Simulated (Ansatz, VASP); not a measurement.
MgO in VASP and in Ansatz

```
Mg O
1.0
     2.98199    0.00000    0.00000
    -1.49100    2.58248    0.00000
     0.00000    0.00000   10.07771
Mg O
4 4
Cartesian
  1.4910 0.8608 8.8488
  0.0000 1.7217 1.2289
  0.0000 1.7217 3.8099
  1.4910 0.8608 6.2678
  0.0000 0.0000 0.0000
  0.0000 0.0000 5.0389
  1.4910 0.8608 2.5194
  0.0000 1.7217 7.5583
```

Alike in both runs: functional PBE; k mesh 12 × 12 × 4; occupations gaussian, width 0.02 eV; no spin polarisation.

Ansatz relaxed the structure, and its values are those at the end. VASP's run is a single point on that final structure, the one shown.

|  | VASP | Ansatz |
| --- | --- | --- |
| version | VASP 6.6.1 | Ansatz 0.2.0 |
| potentials or method | VASP PAW PBE potentials, release 64 (Mg, O), cutoff 520 eV | scalar-relativistic, plane waves, PAW |
| valence electrons in the cell | 32 | 64 |

VASP gave:

| Quantity | Value |
| --- | --- |
| gap on the k mesh at the Fermi level (eV) | 4.15 |
| least direct gap on the mesh (eV) | 4.15 |
| pressure (GPa) | -0.7 |

Task: Estimate Ansatz's values.

Result: gap on the k mesh at the Fermi level (eV): 4.17; least direct gap on the mesh (eV): 4.17; pressure (GPa): 0.0.

VASP's potentials hold 32 valence electrons a cell and Ansatz's 64, so a difference there can come from the potentials and not from the codes.
